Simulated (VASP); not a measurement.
SnSe4, 5 atoms in the cell. The cell holds a slab with vacuum, 5 atoms: a = 3.819 Å, b = 3.819 Å, c = 24.119 Å, α = 90.00°, β = 90.00°, γ = 120.00°. 

| Item | Value |
| --- | --- |
| Program | VASP 6.6.1 |
| Task | single point |
| Functional | PBEsol |
| Potentials or basis | VASP PAW PBE potentials, release 64 (Se, Sn_d) |
| Cutoff | 520 eV |
| k mesh | 9 × 9 × 1 |
| Occupations | gaussian, width 0.05 eV |
| Spin | no spin polarisation |
| Dipole correction | yes |
| Further INCAR settings | ALGO = Normal; EDIFF = 1e-06; NBANDS = 27 |

Potentials or basis: VASP PAW PBE potentials, release 64 (Se, Sn_d).

Command:

```console
$ cat potpaw_PBE.64/Se/POTCAR potpaw_PBE.64/Sn_d/POTCAR > POTCAR
$ mpirun -np 1 vasp_std > vasp.out
```

Hardware: 1 thread of Intel Xeon 8259CL (shared host).

**Question.** Estimate the wall time of this run.

**Answer.** Run time: 2.2 min on 1 thread of Intel Xeon 8259CL (shared host), peak memory 0.39 GiB. Counts: scf iterations 18, k points 12.
